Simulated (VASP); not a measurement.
A run of VASP 6.6.1:

File POSCAR:

```
CaCuF4
1.0
    0.0000000000      5.3914040000      0.0000000000
    5.3914040000      0.0000000000      0.0000000000
    2.6957020000      2.6957020000     -5.1738230000
Ca Cu F
2 2 8
Direct
    0.2500000000      0.2500000000      0.5000000000
    0.7500000000      0.7500000000      0.5000000000
    0.5000000000      0.0000000000      0.0000000000
    0.0000000000      0.5000000000      0.0000000000
    0.8038000000      0.3038000000      0.7438000000
    0.3038000000      0.4524000000      0.7438000000
    0.4524000000      0.9524000000      0.7438000000
    0.9524000000      0.8038000000      0.7438000000
    0.6962000000      0.5476000000      0.2562000000
    0.1962000000      0.6962000000      0.2562000000
    0.0476000000      0.1962000000      0.2562000000
    0.5476000000      0.0476000000      0.2562000000
```

INCAR.step1

```
  PREC = Accurate
  ENCUT = 520
  ISMEAR = -1
  SIGMA = 0.0358
  LREAL = False
  LASPH = True
  NELM = 100
  NBANDS = 61
  GGA = PE
  ALGO = Normal
  EDIFF = 1E-4
  LWAVE = True
  LCHARG = False
```

The input INCAR.step2:

```
  PREC = Accurate
  ENCUT = 520
  EDIFF = 1E-7
  ISMEAR = -1
  SIGMA = 0.0358
  LREAL = False
  LASPH = True
  NELM = 100
  ALGO = Normal
  ISIF = 2
  LWAVE = False
  LCHARG = False
  METAGGA = R2SCAN
  LMIXTAU = True
  NBANDS = 61
  ISTART = 1
```

KPOINTS

```
regular mesh
0
Gamma
  7 7 7
```

Potentials or basis: VASP PAW PBE potentials, release 64 (Ca_sv, Cu, F).

Command:

```sh
$ cat potpaw_PBE.64/Ca_sv/POTCAR potpaw_PBE.64/Cu/POTCAR potpaw_PBE.64/F/POTCAR > POTCAR
$ cp INCAR.step1 INCAR
$ mpirun -np 1 vasp_std > vasp.out
$ cp INCAR.step2 INCAR
$ mpirun -np 1 vasp_std > vasp.out
```

Hardware: 1 thread of AMD EPYC 7R43 64-Core Processor (Zen 3), with other jobs on the host.

Estimate the wall time of this run.

Wall time 36 min on 1 thread of AMD EPYC 7R43 64-Core Processor (Zen 3), with other jobs on the host, peak memory 0.46 GiB. Counts: k points 40.
